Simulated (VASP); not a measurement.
Write the native input for VASP 6.6.1 that does the following.

| Property | Result |
| --- | --- |
| Task | single point |
| Functional | r2SCAN |
| Potentials or basis | VASP PAW PBE potentials, release 64 (Zn) |
| Cutoff | 550 eV |
| k mesh | 12 × 12 × 12 |
| Occupations | fermi-dirac, width 0.05 eV |
| Spin | no spin polarisation |
| Dipole correction | no |
| Further INCAR settings | ALGO = Normal; EDIFF = 1e-06; NBANDS = 12 |

The system is Zn.

```
CELL_PARAMETERS angstrom
0.00000 2.00331 2.00331
2.00331 0.00000 2.00331
2.00331 2.00331 0.00000
ATOMIC_POSITIONS crystal
Zn 0.00000 0.00000 0.00000
```

This isn't the form of Zn at room conditions, which is hcp.

These files were run (other wordings do the same):

POSCAR

```
Zn
1.0
    0.0000000000      2.0033108028      2.0033108028
    2.0033108028      0.0000000000      2.0033108028
    2.0033108028      2.0033108028      0.0000000000
Zn
1
Direct
    0.0000000000      0.0000000000      0.0000000000
```

INCAR.step1

```
PREC = Accurate
ENCUT = 550
ISMEAR = -1
SIGMA = 0.05
LREAL = False
LASPH = True
NELM = 120
NBANDS = 12
GGA = PE
ALGO = Normal
EDIFF = 1E-5
LWAVE = True
LCHARG = False
GGA_COMPAT = False
```

INCAR.step2

```
PREC = Accurate
ENCUT = 550
EDIFF = 1E-6
ISMEAR = -1
SIGMA = 0.05
LREAL = False
LASPH = True
NELM = 120
ALGO = Normal
ISIF = 2
LWAVE = False
LCHARG = False
METAGGA = R2SCAN
LMIXTAU = True
NBANDS = 12
ISTART = 1
GGA_COMPAT = False
```

KPOINTS

```
Automatic mesh
0
Gamma
  12 12 12
```

Potentials or basis: VASP PAW PBE potentials, release 64 (Zn).

The run is started by

```sh
$ cat potpaw_PBE.64/Zn/POTCAR > POTCAR
$ cp INCAR.step1 INCAR
$ mpirun -np 1 vasp_std > vasp.out
$ cp INCAR.step2 INCAR
$ mpirun -np 1 vasp_std > vasp.out
```

Results of the run:

```json
{
  "Pressure": "-7.3 GPa",
  "Band gap on the k mesh": "zero (bands 6 and 7 overlap by 3.72 eV)"
}
```

Caveat: the cell stands under tension; the PAW data sets were made with another functional, which shifts forces and pressure a little.

It took 26 s on 1 thread of Intel(R) Xeon(R) Platinum 8488C (Sapphire Rapids), with other jobs on the host, peak memory 0.15 GiB.
